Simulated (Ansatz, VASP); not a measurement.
Two plane-wave programs on La2O3

```
La O
1.0
     3.94057    0.00000    0.00000
    -1.97029    3.41264    0.00000
     0.00000    0.00000    6.18784
La O
2 3
Direct
  0.66667 0.33333 0.75263
  0.33333 0.66667 0.24737
  0.66667 0.33333 0.35469
  0.33333 0.66667 0.64531
  0.00000 0.00000 0.00000
```

Alike in both runs: functional PBE; k mesh 9 × 9 × 4; occupations gaussian, width 0.02 eV; no spin polarisation.

Ansatz relaxed the structure, and its values are those at the end. VASP's run is a single point on that final structure, the one shown.

|  | VASP | Ansatz |
| --- | --- | --- |
| version | VASP 6.6.1 | Ansatz 0.2.0 |
| potentials or method | VASP PAW PBE potentials, release 64 (La, O), cutoff 520 eV | scalar-relativistic, plane waves, PAW |
| valence electrons in the cell | 40 | 40 |

```tsv
	VASP	Ansatz	Ansatz less VASP
gap on the k mesh at the Fermi level (eV)	3.88	3.86	-0.012
least direct gap on the mesh (eV)	3.98	3.97	-0.011
pressure (GPa)	-0.3	0.0	+0.30
rms of the force components (eV/Å)	0.005	0.000	-0.0053
```

With one functional, cell and mesh, what is left measures potentials, basis and numerics.

Spin-orbit coupling is off throughout.
